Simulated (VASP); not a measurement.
Input of a VASP 6.6.1 run:

File INCAR:

```
  ALGO = Normal
  EDIFF = 1E-7
  ENCUT = 520
  GGA = PE
  ISIF = 2
  ISMEAR = 0
  LASPH = T
  LCHARG = F
  LREAL = F
  LWAVE = F
  NBANDS = 24
  NELM = 80
  PREC = Accurate
  SIGMA = 0.1
```

File KPOINTS:

```
k-points
0
Gamma
  10 10 10
```

Contents of POSCAR:

```
GaSb4
1.0
   -4.1337763763      4.1337763763      1.9080872090
    4.1337763763     -4.1337763763      1.9080872090
    4.1337763763      4.1337763763     -1.9080872090
Ga Sb
1 4
Direct
    0.0000000000      0.0000000000      0.0000000000
    0.6050861075      0.2039994313      0.8090855388
    0.3949138925      0.7960005687      0.1909144612
    0.2039994313      0.3949138925      0.5989133238
    0.7960005687      0.6050861075      0.4010866762
```

Potentials or basis: VASP PAW PBE potentials, release 64 (Ga_d, Sb).

Launch:

```console
$ cat potpaw_PBE.64/Ga_d/POTCAR potpaw_PBE.64/Sb/POTCAR > POTCAR
$ mpirun -np 1 vasp_std > vasp.out
```

Question: What does it give for the pressure?

Answer: -0.1 GPa.

Question: Estimate the band gap on the k mesh.

Answer: Zero (an odd number of electrons rules out a gap without spin polarisation).

Forces on the atoms (eV/Å):
```
Ga   0.000  0.000  0.000
Sb  -0.003  0.000  0.000
Sb   0.003  0.000  0.000
Sb   0.000 -0.003  0.000
Sb   0.000  0.003  0.000
```

Caveat: spin-orbit coupling is left out, which moves the levels of the heavy elements.
